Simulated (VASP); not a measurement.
# In3AgI4 (Pm-3m) in VASP: notebook

Runs on In3AgI4. Level: PBE. Tasks: single point, relaxation of cell and atoms.

Everything below comes from runs of VASP 6.6.1. Logs are shortened: lines on timing, memory, paths and dates and some standing lists are left out, and cuts for length are marked.

### Step 1. The cell of the first run

It takes space group Pm-3m (No. 221, cubic). The conventional cell has a = 7.000 Å, b = 7.000 Å, c = 7.000 Å, α = 90.00°, β = 90.00°, γ = 90.00°. In (site symmetry 4/mmm) has 6 I at 3.50 Å within 4.6 Å. Ag (site symmetry m-3m) has 6 I at 3.50 Å within 4.6 Å. Within 4.6 Å of I (site symmetry 4/mmm) lie 4 In at 3.50 Å and 2 Ag at 3.50 Å. Within 4.6 Å of I (site symmetry m-3m) lie 6 In at 3.50 Å.

The cell was generated, and may not be a known phase.

### Step 2. Single point, PBE

Input file INCAR:

```
PREC = Accurate
ENCUT = 520
EDIFF = 1E-6
ISMEAR = 0
SIGMA = 0.1
LREAL = F
LASPH = T
NELM = 100
ALGO = Fast
ISIF = 2
LWAVE = F
LCHARG = F
GGA = PE
NBANDS = 49
```

Input file KPOINTS:

```
Automatic mesh
0
Gamma
  2 2 2
```

Input file POSCAR:

```
In3AgI4
1.0
    6.9997254110      0.0000000000      0.0000000000
    0.0000000000      6.9997254110      0.0000000000
    0.0000000000      0.0000000000      6.9997254110
In Ag I
3 1 4
Direct
    0.5000000000      0.0000000000      0.0000000000
    0.0000000000      0.5000000000      0.0000000000
    0.0000000000      0.0000000000      0.5000000000
    0.5000000000      0.5000000000      0.5000000000
    0.0000000000      0.5000000000      0.5000000000
    0.5000000000      0.0000000000      0.5000000000
    0.5000000000      0.5000000000      0.0000000000
    0.0000000000      0.0000000000      0.0000000000
```

Potentials or basis: VASP PAW PBE potentials, release 64 (In_d, Ag, I).

Launch:

```
$ cat potpaw_PBE.64/In_d/POTCAR potpaw_PBE.64/Ag/POTCAR potpaw_PBE.64/I/POTCAR > POTCAR
$ mpirun -np 1 vasp_std > vasp.out
```

OUTCAR:

```text
PREC = Accurate
   ENCUT = 520
   EDIFF = 1E-6
   ISMEAR = 0
   LREAL = F
   LASPH = T
   NELM = 100
   ISIF = 2
   GGA = PE

 ion  position               nearest neighbor table
   1  0.500  0.000  0.000-   6 3.50   7 3.50   8 3.50   6 3.50   7 3.50   8 3.50
   2  0.000  0.500  0.000-   5 3.50   7 3.50   8 3.50   5 3.50   8 3.50   7 3.50
   3  0.000  0.000  0.500-   5 3.50   6 3.50   8 3.50   8 3.50   5 3.50   6 3.50
   4  0.500  0.500  0.500-   5 3.50   6 3.50   7 3.50   7 3.50   6 3.50   5 3.50
   5  0.000  0.500  0.500-   2 3.50   3 3.50   4 3.50   2 3.50   3 3.50   4 3.50
   6  0.500  0.000  0.500-   1 3.50   3 3.50   4 3.50   1 3.50   4 3.50   3 3.50
   7  0.500  0.500  0.000-   1 3.50   2 3.50   4 3.50   4 3.50   1 3.50   2 3.50
   8  0.000  0.000  0.000-   1 3.50   2 3.50   3 3.50   3 3.50   2 3.50   1 3.50

  LATTYP: Found a simple cubic cell.
 ALAT       =     6.9997254110

  Lattice vectors:

 A1 = (   6.9997254110,   0.0000000000,   0.0000000000)
 A2 = (   0.0000000000,   6.9997254110,   0.0000000000)
 A3 = (   0.0000000000,   0.0000000000,   6.9997254110)

Analysis of symmetry for initial positions (statically):
=====================================================================
 Subroutine PRICEL returns:
 Original cell was already a primitive cell.

 Routine SETGRP: Setting up the symmetry group for a
 simple cubic supercell.

 Subroutine GETGRP returns: Found 48 space group operations
 (whereof 48 operations were pure point group operations)
 out of a pool of 48 trial point group operations.

The static configuration has the point symmetry O_h .

Analysis of symmetry for dynamics (positions and initial velocities):
=====================================================================
 Subroutine PRICEL returns:
 Original cell was already a primitive cell.

 Routine SETGRP: Setting up the symmetry group for a
 simple cubic supercell.

 Subroutine GETGRP returns: Found 48 space group operations
 (whereof 48 operations were pure point group operations)
 out of a pool of 48 trial point group operations.

The dynamic configuration has the point symmetry O_h .

 Subroutine INISYM returns: Found 48 space group operations
 (whereof 48 operations are pure point group operations),
 and found     1 'primitive' translations

----------------------------------------------------------------------------------------

                                     Primitive cell

  volume of cell :     342.9596

  direct lattice vectors                    reciprocal lattice vectors
     6.999725411  0.000000000  0.000000000     0.142862747  0.000000000  0.000000000
     0.000000000  6.999725411  0.000000000     0.000000000  0.142862747  0.000000000
     0.000000000  0.000000000  6.999725411     0.000000000  0.000000000  0.142862747

  length of vectors
     6.999725411  6.999725411  6.999725411     0.142862747  0.142862747  0.142862747

  position of ions in fractional coordinates (direct lattice)
     0.500000000  0.000000000  0.000000000
     0.000000000  0.500000000  0.000000000
     0.000000000  0.000000000  0.500000000
     0.500000000  0.500000000  0.500000000
     0.000000000  0.500000000  0.500000000
     0.500000000  0.000000000  0.500000000
     0.500000000  0.500000000  0.000000000
     0.000000000  0.000000000  0.000000000

  ion indices of the primitive-cell ions
   primitive index   ion index
                 1           1
                 2           2
                 3           3
                 4           4
                 5           5
                 6           6
                 7           7
                 8           8

----------------------------------------------------------------------------------------

 KPOINTS: Automatic mesh

Automatic generation of k-mesh.
 Grid dimensions read from file:
 generate k-points for:    2    2    2

 Generating k-lattice:

  Cartesian coordinates                     Fractional coordinates (reciprocal lattice)
     0.071431373  0.000000000  0.000000000     0.500000000  0.000000000  0.000000000
     0.000000000  0.071431373  0.000000000     0.000000000  0.500000000  0.000000000
     0.000000000  0.000000000  0.071431373     0.000000000  0.000000000  0.500000000

  Length of vectors
     0.071431373  0.071431373  0.071431373

  Shift w.r.t. Gamma in fractional coordinates (k-lattice)
     0.000000000  0.000000000  0.000000000

 Subroutine IBZKPT returns following result:
 ===========================================

 Found      4 irreducible k-points:

 Following reciprocal coordinates:
            Coordinates               Weight
  0.000000  0.000000  0.000000      1.000000
  0.500000  0.000000  0.000000      3.000000
  0.500000  0.500000  0.000000      3.000000
  0.500000  0.500000  0.500000      1.000000
   k-points           NKPTS =      4   k-points in BZ     NKDIM =      4   number of bands    NBANDS=     49
   number of dos      NEDOS =    301   number of ions     NIONS =      8
   total plane-waves  NPLWV = 157464
   dimension x,y,z NGX =    54 NGY =   54 NGZ =   54
   dimension x,y,z NGXF=   108 NGYF=  108 NGZF=  108
   ions per type =               3   1   4
   NGX,Y,Z   is equivalent  to a cutoff of  12.83, 12.83, 12.83 a.u.
   NGXF,Y,Z  is equivalent  to a cutoff of  25.65, 25.65, 25.65 a.u.
 SYSTEM =  unknown system
   PREC   = accura    normal or accurate (medium, high low for compatibility)
   ISTART =      0    job   : 0-new  1-cont  2-samecut
   ICHARG =      2    charge: 1-file 2-atom 10-const
   ISPIN  =      1    spin polarized calculation?
   LNONCOLLINEAR =      F non collinear calculations
   LSORBIT =      F    spin-orbit coupling
   LASPH  =      T    aspherical Exc in radial PAW
   ENCUT  =  520.0 eV  38.22 Ry    6.18 a.u.  13.01 13.01 13.01*2*pi/ulx,y,z
   NELM   =    100;   NELMIN=  2; NELMDL= -5     # of ELM steps
   EDIFF  = 0.1E-05   stopping-criterion for ELM
   LREAL  =      F    real-space projection
   EDIFFG = 0.1E-04   stopping-criterion for IOM
   NSW    =      0    number of steps for IOM
   IBRION =     -1    ionic relax: 0-MD 1-quasi-New 2-CG
   NFREE  =      0    steps in history (QN), initial steepest desc. (CG)
   ISIF   =      2    stress and relaxation
   ISYM   =      2    0-nonsym 1-usesym 2-fastsym
   POTIM  = 0.5000    time-step for ionic-motion
   TEBEG  =    0.0;   TEEND  =   0.0 temperature during run
   PSTRESS=    0.0 pullay stress
   NELECT =      78.0000    total number of electrons
   NUPDOWN=      -1.0000    fix difference up-down
   EMIN   =  10.00;   EMAX   =-10.00  energy-range for DOS
   EFERMI =   0.00;   METHOD = LEGACY
   ISMEAR =     0;   SIGMA  =   0.10  broadening in eV -4-tet -1-fermi 0-gaus
   EFERMI_NEDOS =   21; number of points for ismear=-14 and -15
   IALGO  =     68    algorithm
   IMIX   =      4    mixing-type and parameters
     AMIX     =   0.40;   BMIX     =  1.00
     AMIX_MAG =   1.60;   BMIX_MAG =  1.00
  volume/ion in A,a.u.               =      42.87       289.30
  Fermi-wavevector in a.u.,A,eV,Ry     =   0.999291  1.888386 13.586543  0.998583
  Thomas-Fermi vector in A             =   2.131572
   LORBIT       =      0    0 simple, 1 ext, 2 COOP (PROOUT), +10 PAW based schemes
   GGA     = PE    functional components
   LHFCALC =     F    Hartree Fock is set to
   AEXX    =    0.0000 exact exchange contribution
   IVDW    =     0    specifies the selected vdW correction
   LEPSILON=     F    determine dielectric tensor
   LRPA    =     F    only Hartree local field effects (RPA)
 non-spin polarized calculation
 RMM-DIIS sequential band-by-band and
 Gauss-broadening in eV      SIGMA  =   0.10
  energy-cutoff  :      520.00
  volume of cell :      342.96
 maximum number of plane-waves:      9328
 NGX is ok and might be reduce to    54
   NGX = 27   NGY = 27   NGZ = 27

 number of electron      77.9999973 magnetization

 Free energy of the ion-electron system (eV)
  ---------------------------------------------------
  ext. energy  EPLUGINS =         0.00000000
  ---------------------------------------------------
  free energy    TOTEN  =       -18.45683672 eV

  energy without entropy =      -18.43520282  energy(sigma->0) =      -18.44601977

 E-fermi :   2.8467     XC(G=0):  -7.8145

 val. band max:        2.8295265667   @ k =   0.0000   0.0000   0.0000
 cond. band min:       4.0369502302   @ k =   0.5000   0.5000   0.5000
 fundamental gap:      1.2074236635
 Fermi energy:         2.8466954915

 k-point     1 :       0.0000    0.0000    0.0000
  band No.  band energies     occupation
      1     -11.3799      2.00000
      2     -11.3531      2.00000
      3     -11.3531      2.00000
      4     -11.3241      2.00000
      5     -11.3241      2.00000
      6     -11.3241      2.00000
[... 41 lines left out ...]
     48       7.4628      0.00000
     49       7.4741      0.00000

 k-point     2 :       0.5000    0.0000    0.0000
  band No.  band energies     occupation
      1     -11.3636      2.00000
      2     -11.3383      2.00000
      3     -11.3382      2.00000
      4     -11.3321      2.00000
      5     -11.3239      2.00000
      6     -11.3217      2.00000
[... 41 lines left out ...]
     48       7.1178      0.00000
     49       7.2867      0.00000

 k-point     3 :       0.5000    0.5000    0.0000
  band No.  band energies     occupation
      1     -11.3382      2.00000
      2     -11.3354      2.00000
      3     -11.3354      2.00000
      4     -11.3254      2.00000
      5     -11.3254      2.00000
      6     -11.3227      2.00000
[... 41 lines left out ...]
     48       6.7584      0.00000
     49       6.7594      0.00000

 k-point     4 :       0.5000    0.5000    0.5000
  band No.  band energies     occupation
      1     -11.3277      2.00000
      2     -11.3277      2.00000
      3     -11.3277      2.00000
      4     -11.3254      2.00000
      5     -11.3254      2.00000
      6     -11.3254      2.00000
[... 41 lines left out ...]
     48       5.2696      0.00000
     49       5.6932      0.00000

------------------------ aborting loop because EDIFF is reached ----------------------------------------

  FORCE on cell =-STRESS in cart. coord.  units (eV):
  Direction    XX          YY          ZZ          XY          YZ          ZX
  --------------------------------------------------------------------------------------
  -------------------------------------------------------------------------------------
  Total       -0.3142522     -0.3142522     -0.3142522      0.0000000      0.0000000      0.0000000
  in kB       -1.4680668     -1.4680668     -1.4680668      0.0000000      0.0000000      0.0000000
  external PRESSURE =      -1.4680668 kB  Pullay stress =       0.0000000 kB

 VOLUME and BASIS-vectors are now :
 -----------------------------------------------------------------------------
  energy-cutoff  :      520.00
  volume of cell :      342.96
      direct lattice vectors                 reciprocal lattice vectors
     6.999725411  0.000000000  0.000000000     0.142862747  0.000000000  0.000000000
     0.000000000  6.999725411  0.000000000     0.000000000  0.142862747  0.000000000
     0.000000000  0.000000000  6.999725411     0.000000000  0.000000000  0.142862747

 POSITION                                       TOTAL-FORCE (eV/Angst)
 -----------------------------------------------------------------------------------
      3.49986      0.00000      0.00000         0.000000      0.000000      0.000000
      0.00000      3.49986      0.00000         0.000000      0.000000      0.000000
      0.00000      0.00000      3.49986         0.000000      0.000000      0.000000
      3.49986      3.49986      3.49986         0.000000      0.000000      0.000000
      0.00000      3.49986      3.49986         0.000000      0.000000      0.000000
      3.49986      0.00000      3.49986         0.000000      0.000000      0.000000
      3.49986      3.49986      0.00000         0.000000      0.000000      0.000000
      0.00000      0.00000      0.00000         0.000000      0.000000      0.000000
 -----------------------------------------------------------------------------------
    total drift:                                0.000000     -0.000000     -0.000000

  FREE ENERGIE OF THE ION-ELECTRON SYSTEM (eV)
  ---------------------------------------------------
  free  energy   TOTEN  =       -18.4568367166 eV

  energy  without entropy=      -18.4352028232  energy(sigma->0) =      -18.44601977
```

Run time: 76 s. Hardware: 1 thread of Oxide Virtual Turin-like, shared host; peak memory 0.38 GiB.

What came out:

| Property | Result |
| --- | --- |
| Free energy | -18.4568 eV |
| Pressure | -0.1 GPa |
| Band gap on the k mesh | 0.04 eV (least direct gap 1.25 eV) |

Levels at points of the mesh, in eV from the valence-band top:
```
           k point  band 36  band 37  band 38  band 39  band 40  band 41  band 42  band 43
(0.00, 0.00, 0.00)    -2.49    -1.90    -1.90    -1.90     0.04     4.17     4.17     4.18
(0.50, 0.00, 0.00)    -2.12    -1.23    -1.21    -1.05     1.25     2.44     2.48     2.49
(0.50, 0.50, 0.00)    -1.29    -0.57    -0.57    -0.52     1.83     1.84     2.14     2.17
(0.50, 0.50, 0.50)    -1.27     0.00     0.00     0.00     1.25     1.50     1.50     1.50
```

Caveat: the k points lie up to 0.45 Å⁻¹ apart; the smearing spreads over this small gap; spin-orbit coupling is left out, which moves the levels of the heavy elements. A k mesh can miss the band edges.

### Step 3. Single point, PBE

This run uses another cell than the first one, of 39.74 Å³/atom.

Input file INCAR:

```
PREC     = Accurate       # precision mode
ENCUT    = 520            # plane-wave cutoff, eV
EDIFF    = 1E-6           # SCF threshold, eV
ISMEAR   = 0              # smearing method
SIGMA    = 0.1            # smearing width, eV
LREAL    = False          # projectors in reciprocal space
LASPH    = True           # aspherical terms in the spheres
NELM     = 80             # most SCF steps
ALGO     = Fast           # electronic algorithm
ISIF     = 2              # what is computed and relaxed
LWAVE    = False          # write WAVECAR
LCHARG   = False          # write CHGCAR
GGA      = PE             # functional
NBANDS   = 49             # bands
```

Input file KPOINTS:

```
Automatic mesh
0
Gamma
  4 4 4
```

POSCAR: that of step 2 with these lines changed.

```diff
@@ -2,5 +2,5 @@
 1.0
-    6.9997254110      0.0000000000      0.0000000000
-    0.0000000000      6.9997254110      0.0000000000
-    0.0000000000      0.0000000000      6.9997254110
+    6.8249036794      0.0000000000      0.0000000000
+    0.0000000000      6.8249036794      0.0000000000
+    0.0000000000      0.0000000000      6.8249036794
 In Ag I
```

Potentials or basis: VASP PAW PBE potentials, release 64 (In_d, Ag, I).

Launch:

```
$ cat potpaw_PBE.64/In_d/POTCAR potpaw_PBE.64/Ag/POTCAR potpaw_PBE.64/I/POTCAR > POTCAR
$ mpirun -np 1 vasp_std > vasp.out
```

Run time: 3.6 min. Hardware: 1 thread of Oxide Virtual Turin-like, shared host; peak memory 0.45 GiB.

It converged, with:

```
Free energy            : -19.1778 eV
Pressure               : 0.1 GPa
Band gap on the k mesh : zero (bands 39 and 40 overlap by 0.49 eV)
```

Levels at points of the mesh, in eV from the Fermi level:
```
           k point  band 35  band 36  band 37  band 38  band 39  band 40  band 41  band 42  band 43  band 44
(0.00, 0.00, 0.00)    -3.05    -3.05    -2.41    -2.41    -2.41    -0.51     3.71     3.71     3.71     4.43
(0.50, 0.00, 0.00)    -2.69    -2.69    -1.50    -1.42    -1.30     0.87     2.25     2.25     2.29     4.14
(0.50, 0.50, 0.00)    -2.44    -1.74    -0.69    -0.69    -0.66     1.50     1.60     1.90     1.90     1.91
(0.50, 0.50, 0.50)    -1.71    -1.71    -0.02    -0.02    -0.02     0.94     1.15     1.15     1.15     2.16
```

Caveat: spin-orbit coupling is left out, which moves the levels of the heavy elements.

### Step 4. Single point, PBE

This run uses another cell than the first one, of 71.52 Å³/atom.

Input file INCAR:

```
PREC = Accurate
ENCUT = 520
EDIFF = 1E-7
ISMEAR = 0
SIGMA = 0.1
LREAL = F
LASPH = T
NELM = 60
ALGO = Normal
ISIF = 2
LWAVE = F
LCHARG = T
GGA = PE
LELF = T
LVHAR = T
NBANDS = 49
```

Input file KPOINTS:

```
Automatic mesh
0
Gamma
  2 2 2
```

POSCAR: that of step 3 with these lines changed.

```diff
@@ -2,5 +2,5 @@
 1.0
-    6.8249036794      0.0000000000      0.0000000000
-    0.0000000000      6.8249036794      0.0000000000
-    0.0000000000      0.0000000000      6.8249036794
+    8.3016781500      0.0000000000      0.0000000000
+    0.0000000000      8.3016781500      0.0000000000
+    0.0000000000      0.0000000000      8.3016781500
 In Ag I
```

Launch:

```
$ cat potpaw_PBE.64/In_d/POTCAR potpaw_PBE.64/Ag/POTCAR potpaw_PBE.64/I/POTCAR > POTCAR
$ mpirun -np 1 vasp_std > vasp.out
```

Wall time 2.4 min (1 thread of Oxide Virtual Turin-like, shared host); peak memory 0.55 GiB.

It converged, with:

```
Free energy            : -15.9183 eV
Pressure               : -2.1 GPa
Band gap on the k mesh : 0.75 eV (least direct gap 1.03 eV)
```

Levels at points of the mesh, in eV from the valence-band top:
```tsv
k point	band 37	band 38	band 39	band 40	band 41	band 42
(0.00, 0.00, 0.00)	-0.29	-0.29	-0.29	0.75	3.78	3.78
(0.50, 0.00, 0.00)	-0.25	-0.18	-0.17	1.25	2.95	2.96
(0.50, 0.50, 0.00)	-0.11	-0.09	-0.09	1.61	2.64	2.66
(0.50, 0.50, 0.50)	0.00	0.00	0.00	1.92	2.35	2.53
```

Caveat: spin-orbit coupling is left out, which moves the levels of the heavy elements.

### Step 5. Single point, PBE

This run uses another cell than the first one, of 39.74 Å³/atom.

Input file INCAR:

```
SYSTEM = In3AgI4
PREC = Accurate
ENCUT = 520
EDIFF = 1E-6
ISMEAR = 0
SIGMA = 0.1
LREAL = .FALSE.
LASPH = .TRUE.
NELM = 100
ALGO = Fast
ISIF = 2
LWAVE = .FALSE.
LCHARG = .FALSE.
GGA = PE
NBANDS = 49
```

Input file KPOINTS:

```
Automatic mesh
0
G
  6 6 6
  0 0 0
```

POSCAR: that of step 4 with these lines changed.

```diff
@@ -2,5 +2,5 @@
 1.0
-    8.3016781500      0.0000000000      0.0000000000
-    0.0000000000      8.3016781500      0.0000000000
-    0.0000000000      0.0000000000      8.3016781500
+    6.8249036794      0.0000000000      0.0000000000
+    0.0000000000      6.8249036794      0.0000000000
+    0.0000000000      0.0000000000      6.8249036794
 In Ag I
```

Launch:

```
$ cat potpaw_PBE.64/In_d/POTCAR potpaw_PBE.64/Ag/POTCAR potpaw_PBE.64/I/POTCAR > POTCAR
$ mpirun -np 1 vasp_std > vasp.out
```

Run time: 11 min. Hardware: 1 thread of Oxide Virtual Turin-like, shared host; peak memory 0.54 GiB.

Results (log left out):

- Free energy: -19.1948 eV
- Pressure: 0.0 GPa
- Band gap on the k mesh: zero (bands 39 and 40 overlap by 0.49 eV)

Levels at points of the mesh, in eV from the Fermi level:
| k point | band 37 | band 38 | band 39 | band 40 | band 41 | band 42 |
| --- | --- | --- | --- | --- | --- | --- |
| (0.00, 0.00, 0.00) | -2.22 | -2.22 | -2.22 | -0.31 | 3.90 | 3.90 |
| (0.50, 0.00, 0.00) | -1.30 | -1.22 | -1.11 | 1.07 | 2.44 | 2.45 |
| (0.50, 0.50, 0.00) | -0.50 | -0.50 | -0.47 | 1.70 | 1.79 | 2.09 |
| (0.50, 0.50, 0.50) | 0.18 | 0.18 | 0.18 | 1.13 | 1.35 | 1.35 |

Caveat: spin-orbit coupling is left out, which moves the levels of the heavy elements.

(Continued in part 2 of 2.)

The gap in the log of VASP goes by the Fermi energy; the results here count the filled bands.